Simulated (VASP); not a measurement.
# B2P (Pnnm) in VASP: relaxation of cell and atoms with PBE

Aim: the relaxation of cell and atoms of B2P with PBE.

All numbers are computed with VASP 6.6.1; they aren't measurements. Logs are shortened: lines on timing, memory, paths and dates and some standing lists are left out, and cuts for length are marked.

## (1) The cell of the first run

Symmetry: Pnnm, No. 58, orthorhombic system. The conventional cell has a = 3.985 Å, b = 4.936 Å, c = 3.105 Å, α = 90.00°, β = 90.00°, γ = 90.00°. Within 2.2 Å of B (site symmetry m) lie 1 B at 1.68 Å and 3 P at 2.09 Å. P (site symmetry 2/m) has 6 B at 2.09 Å within 2.8 Å.

## (2) Relaxation of cell and atoms, PBE

Input file INCAR:

```
ALGO     = Fast           # electronic algorithm
EDIFF    = 1E-6           # SCF threshold, eV
EDIFFG   = -0.01          # ionic threshold
ENCUT    = 600            # plane-wave cutoff, eV
GGA      = PE             # functional
IBRION   = 2              # ionic algorithm
ISIF     = 3              # what is computed and relaxed
ISMEAR   = 0              # smearing method
LASPH    = T              # aspherical terms in the spheres
LCHARG   = F              # write CHGCAR
LREAL    = F              # projectors in reciprocal space
LWAVE    = F              # write WAVECAR
NELM     = 100            # most SCF steps
NSW      = 100            # ionic steps
PREC     = Accurate       # precision mode
SIGMA    = 0.1            # smearing width, eV
```

Input file KPOINTS:

```
k-points
0
Gamma
  10 8 12
```

Input file POSCAR:

```
B2P
1.0
    3.9846001281      0.0000000000      0.0000000000
    0.0000000000      4.9355522960      0.0000000000
    0.0000000000      0.0000000000      3.1051439067
B P
4 2
Direct
    0.3288670469      0.8997953430      0.5000000000
    0.8288670469      0.6002046570      0.0000000000
    0.6711329531      0.1002046570      0.5000000000
    0.1711329531      0.3997953430      0.0000000000
    0.5000000000      0.5000000000      0.5000000000
    0.0000000000      0.0000000000      0.0000000000
```

Potentials or basis: VASP PAW PBE potentials, release 64 (B, P).

The run is started by

```console
$ cat potpaw_PBE.64/B/POTCAR potpaw_PBE.64/P/POTCAR > POTCAR
$ mpirun -np 1 vasp_std > vasp.out
```

OUTCAR:

```text
EDIFF = 1E-6
   EDIFFG = -0.01
   ENCUT = 600
   GGA = PE
   IBRION = 2
   ISIF = 3
   ISMEAR = 0
   LASPH = T
   LREAL = F
   NELM = 100
   NSW = 100
   PREC = Accurate

 ion  position               nearest neighbor table
   1  0.329  0.900  0.500-   3 1.68   5 2.09   6 2.09   6 2.09
   2  0.829  0.600  0.000-   4 1.68   6 2.09   5 2.09   5 2.09
   3  0.671  0.100  0.500-   1 1.68   5 2.09   6 2.09   6 2.09
   4  0.171  0.400  0.000-   2 1.68   6 2.09   5 2.09   5 2.09
   5  0.500  0.500  0.500-   1 2.09   3 2.09   2 2.09   4 2.09   2 2.09   4 2.09
   6  0.000  0.000  0.000-   2 2.09   4 2.09   3 2.09   1 2.09   1 2.09   3 2.09

  LATTYP: Found a simple orthorhombic cell.
 ALAT       =     3.1051439067
 B/A-ratio  =     1.2832255921
 C/A-ratio  =     1.5894761867

  Lattice vectors:

 A1 = (   0.0000000000,   0.0000000000,   3.1051439067)
 A2 = (   3.9846001281,   0.0000000000,   0.0000000000)
 A3 = (   0.0000000000,   4.9355522960,   0.0000000000)

Analysis of symmetry for initial positions (statically):
=====================================================================
 Subroutine PRICEL returns:
 Original cell was already a primitive cell.

 Routine SETGRP: Setting up the symmetry group for a
 simple orthorhombic supercell.

 Subroutine GETGRP returns: Found  8 space group operations
 (whereof  4 operations were pure point group operations)
 out of a pool of  8 trial point group operations.

The static configuration has the point symmetry C_2h.
 The point group associated with its full space group is D_2h.

Analysis of symmetry for dynamics (positions and initial velocities):
=====================================================================
 Subroutine PRICEL returns:
 Original cell was already a primitive cell.

 Routine SETGRP: Setting up the symmetry group for a
 simple orthorhombic supercell.

 Subroutine GETGRP returns: Found  8 space group operations
 (whereof  4 operations were pure point group operations)
 out of a pool of  8 trial point group operations.

The dynamic configuration has the point symmetry C_2h.
 The point group associated with its full space group is D_2h.

 Subroutine INISYM returns: Found  8 space group operations
 (whereof  4 operations are pure point group operations),
 and found     1 'primitive' translations

----------------------------------------------------------------------------------------

                                     Primitive cell

  volume of cell :      61.0664

  direct lattice vectors                    reciprocal lattice vectors
     3.984600128  0.000000000  0.000000000     0.250966212  0.000000000  0.000000000
     0.000000000  4.935552296  0.000000000     0.000000000  0.202611570  0.000000000
     0.000000000  0.000000000  3.105143907     0.000000000  0.000000000  0.322046266

  length of vectors
     3.984600128  4.935552296  3.105143907     0.250966212  0.202611570  0.322046266

  position of ions in fractional coordinates (direct lattice)
     0.328867047  0.899795343  0.500000000
     0.828867047  0.600204657  0.000000000
     0.671132953  0.100204657  0.500000000
     0.171132953  0.399795343  0.000000000
     0.500000000  0.500000000  0.500000000
     0.000000000  0.000000000  0.000000000

  ion indices of the primitive-cell ions
   primitive index   ion index
                 1           1
                 2           2
                 3           3
                 4           4
                 5           5
                 6           6

----------------------------------------------------------------------------------------

 KPOINTS: k-points

Automatic generation of k-mesh.
 Grid dimensions read from file:
 generate k-points for:   10    8   12

 Generating k-lattice:

  Cartesian coordinates                     Fractional coordinates (reciprocal lattice)
     0.025096621  0.000000000  0.000000000     0.100000000  0.000000000  0.000000000
     0.000000000  0.025326446  0.000000000     0.000000000  0.125000000  0.000000000
     0.000000000  0.000000000  0.026837189     0.000000000  0.000000000  0.083333333

  Length of vectors
     0.025096621  0.025326446  0.026837189

  Shift w.r.t. Gamma in fractional coordinates (k-lattice)
     0.000000000  0.000000000  0.000000000

 Subroutine IBZKPT returns following result:
 ===========================================

 Found    210 irreducible k-points:

 Following reciprocal coordinates:
            Coordinates               Weight
  0.000000  0.000000  0.000000      1.000000
  0.100000  0.000000  0.000000      2.000000
  0.200000  0.000000  0.000000      2.000000
  0.300000  0.000000  0.000000      2.000000
  0.400000  0.000000  0.000000      2.000000
  0.500000  0.000000  0.000000      1.000000
[... 16 lines left out ...]
  0.400000  0.375000  0.000000      4.000000
  0.500000  0.375000  0.000000      2.000000
 [... further k-points ...]
   k-points           NKPTS =    210   k-points in BZ     NKDIM =    210   number of bands    NBANDS=     15
   number of dos      NEDOS =    301   number of ions     NIONS =      6
   total plane-waves  NPLWV =  35840
   dimension x,y,z NGX =    32 NGY =   40 NGZ =   28
   dimension x,y,z NGXF=    64 NGYF=   80 NGZF=   56
   ions per type =               4   2
   NGX,Y,Z   is equivalent  to a cutoff of  13.35, 13.47, 14.99 a.u.
   NGXF,Y,Z  is equivalent  to a cutoff of  26.70, 26.95, 29.98 a.u.
 SYSTEM =  unknown system
   PREC   = accura    normal or accurate (medium, high low for compatibility)
   ISTART =      0    job   : 0-new  1-cont  2-samecut
   ICHARG =      2    charge: 1-file 2-atom 10-const
   ISPIN  =      1    spin polarized calculation?
   LNONCOLLINEAR =      F non collinear calculations
   LSORBIT =      F    spin-orbit coupling
   LASPH  =      T    aspherical Exc in radial PAW
   ENCUT  =  600.0 eV  44.10 Ry    6.64 a.u.   7.96  9.86  6.20*2*pi/ulx,y,z
   NELM   =    100;   NELMIN=  2; NELMDL= -5     # of ELM steps
   EDIFF  = 0.1E-05   stopping-criterion for ELM
   LREAL  =      F    real-space projection
   EDIFFG = -.1E-01   stopping-criterion for IOM
   NSW    =    100    number of steps for IOM
   IBRION =      2    ionic relax: 0-MD 1-quasi-New 2-CG
   NFREE  =      1    steps in history (QN), initial steepest desc. (CG)
   ISIF   =      3    stress and relaxation
   ISYM   =      2    0-nonsym 1-usesym 2-fastsym
   POTIM  = 0.5000    time-step for ionic-motion
   TEBEG  =    0.0;   TEEND  =   0.0 temperature during run
   PSTRESS=    0.0 pullay stress
   NELECT =      22.0000    total number of electrons
   NUPDOWN=      -1.0000    fix difference up-down
   EMIN   =  10.00;   EMAX   =-10.00  energy-range for DOS
   EFERMI =   0.00;   METHOD = LEGACY
   ISMEAR =     0;   SIGMA  =   0.10  broadening in eV -4-tet -1-fermi 0-gaus
   EFERMI_NEDOS =   21; number of points for ismear=-14 and -15
   IALGO  =     68    algorithm
   IMIX   =      4    mixing-type and parameters
     AMIX     =   0.40;   BMIX     =  1.00
     AMIX_MAG =   1.60;   BMIX_MAG =  1.00
  volume/ion in A,a.u.               =      10.18        68.68
  Fermi-wavevector in a.u.,A,eV,Ry     =   1.164881  2.201306 18.462402  1.356948
  Thomas-Fermi vector in A             =   2.301414
   LORBIT       =      0    0 simple, 1 ext, 2 COOP (PROOUT), +10 PAW based schemes
   GGA     = PE    functional components
   LHFCALC =     F    Hartree Fock is set to
   AEXX    =    0.0000 exact exchange contribution
   IVDW    =     0    specifies the selected vdW correction
   LEPSILON=     F    determine dielectric tensor
   LRPA    =     F    only Hartree local field effects (RPA)
 conjugate gradient relaxation of ions
 non-spin polarized calculation
 RMM-DIIS sequential band-by-band and
 Gauss-broadening in eV      SIGMA  =   0.10
  energy-cutoff  :      600.00
  volume of cell :       61.07
 maximum number of plane-waves:      2056
 NGX is ok and might be reduce to    32
   NGX = 15   NGY = 19   NGZ = 13

--------------------------------------- Ionic step        1  -------------------------------------------

 number of electron      21.9999999 magnetization

 Free energy of the ion-electron system (eV)
  ---------------------------------------------------
  ext. energy  EPLUGINS =         0.00000000
  ---------------------------------------------------
  free energy    TOTEN  =       -33.41885076 eV

  energy without entropy =      -33.40867160  energy(sigma->0) =      -33.41376118

------------------------ aborting loop because EDIFF is reached ----------------------------------------

  FORCE on cell =-STRESS in cart. coord.  units (eV):
  Direction    XX          YY          ZZ          XY          YZ          ZX
  --------------------------------------------------------------------------------------
  -------------------------------------------------------------------------------------
  Total       -0.1640306      0.0279738     -0.6081869      0.0000000      0.0000000      0.0000000
  in kB       -4.3036122      0.7339397    -15.9567854      0.0000000      0.0000000      0.0000000
  external PRESSURE =      -6.5088193 kB  Pullay stress =       0.0000000 kB
[... 265 lines left out ...]
  energy  without entropy=      -33.4119198660  energy(sigma->0) =      -33.41686796

--------------------------------------- Ionic step        8  -------------------------------------------

 number of electron      21.9999999 magnetization

 Free energy of the ion-electron system (eV)
  ---------------------------------------------------
  ext. energy  EPLUGINS =         0.00000000
  ---------------------------------------------------
  free energy    TOTEN  =       -33.42183853 eV

  energy without entropy =      -33.41198354  energy(sigma->0) =      -33.41691103

 E-fermi :   7.5020     XC(G=0): -11.3427

 val. band max:        7.5009866574   @ k =   0.2000   0.0000   0.1667
 cond. band min:       7.5046541754   @ k =   0.1000   0.1250   0.2500
 fundamental gap:      0.0036675180
 Fermi energy:         7.5020192567

 k-point     1 :       0.0000    0.0000    0.0000
  band No.  band energies     occupation
      1      -8.2529      2.00000
      2      -4.5815      2.00000
      3      -1.6256      2.00000
      4       0.2209      2.00000
      5       0.3708      2.00000
      6       3.7624      2.00000
      7       3.7641      2.00000
      8       3.7854      2.00000
      9       4.3964      2.00000
     10       6.0658      2.00000
     11       6.8529      2.00000
     12       9.4886      0.00000
     13      10.2238      0.00000
     14      10.6376      0.00000
     15      11.0118      0.00000
[... 397 lines left out ...]
 k-point    24 :       0.5000    0.3750    0.0000
  band No.  band energies     occupation
      1      -6.1495      2.00000
      2      -6.1495      2.00000
      3      -3.1949      2.00000
      4      -3.1949      2.00000
      5       3.5993      2.00000
      6       3.5993      2.00000
      7       6.0925      2.00000
      8       6.0925      2.00000
      9       6.6256      2.00000
     10       6.6256      2.00000
     11       7.1100      2.00000
     12       7.1100      2.00000
     13       7.9910      0.00000
     14       7.9910      0.00000
     15      10.7209      0.00000

 [... further k-points ...]

------------------------ aborting loop because EDIFF is reached ----------------------------------------

  FORCE on cell =-STRESS in cart. coord.  units (eV):
  Direction    XX          YY          ZZ          XY          YZ          ZX
  --------------------------------------------------------------------------------------
  -------------------------------------------------------------------------------------
  Total       -0.0367978      0.0171874      0.0074183     -0.0000000      0.0000000      0.0000000
  in kB       -0.9709390      0.4535031      0.1957377     -0.0000000      0.0000000      0.0000000
  external PRESSURE =      -0.1072327 kB  Pullay stress =       0.0000000 kB
[... 21 lines left out ...]
  FREE ENERGIE OF THE ION-ELECTRON SYSTEM (eV)
  ---------------------------------------------------
  free  energy   TOTEN  =       -33.4218385326 eV

  energy  without entropy=      -33.4119835359  energy(sigma->0) =      -33.41691103

 reached required accuracy - stopping structural energy minimisation
```

Wall time 9.5 min (1 thread of Oxide Virtual Turin-like, shared host); peak memory 0.3 GiB.

What came out:

```
Free energy                           : -33.4218 eV
Relaxed volume                        : 10.12 Å³/atom
Relaxed cell                          : a = 3.982 Å, b = 4.934 Å, c = 3.091 Å, α = 90.00°, β = 90.00°, γ = 90.00°
Space group after relaxing (to 0.1 Å) : Pnnm (No. 58)
Energy gained by relaxing             : 0.5 meV/atom
Ionic steps                           : 8
Pressure after relaxing               : 0.0 GPa
Largest force after relaxing          : 0.007 eV/Å
Band gap on the k mesh                : zero (bands 11 and 12 overlap by 3.13 eV)
```

Forces on the atoms (eV/Å):
```
B    0.006  0.004  0.000
B    0.006 -0.004  0.000
B   -0.006 -0.004  0.000
B   -0.006  0.004  0.000
P    0.000  0.000  0.000
P    0.000  0.000  0.000
```

Stress tensor (GPa, compression positive):
```
-0.10  0.00  0.00
 0.00  0.05  0.00
 0.00  0.00  0.02
```

Step by step:
```csv
step,energy change (eV),largest force (eV/Å),pressure (GPa),volume (Å³)
1,0.0000,0.0708,-0.65,61.07
2,-0.0022,0.0503,0.17,60.70
3,-0.0023,0.0494,0.22,60.68
4,-0.0027,0.0265,0.00,60.75
5,-0.0028,0.0109,-0.16,60.79
6,-0.0030,0.0173,0.02,60.72
7,-0.0030,0.0174,0.02,60.72
8,-0.0030,0.0069,-0.01,60.72
```

Final structure:
```
B P
1.0
     3.98187    0.00000    0.00000
     0.00000    4.93418    0.00000
     0.00000    0.00000    3.09057
B P
4 2
Direct
  0.33029 0.89793 0.50000
  0.83029 0.60207 0.00000
  0.66971 0.10207 0.50000
  0.16971 0.39793 0.00000
  0.50000 0.50000 0.50000
  0.00000 0.00000 0.00000
```
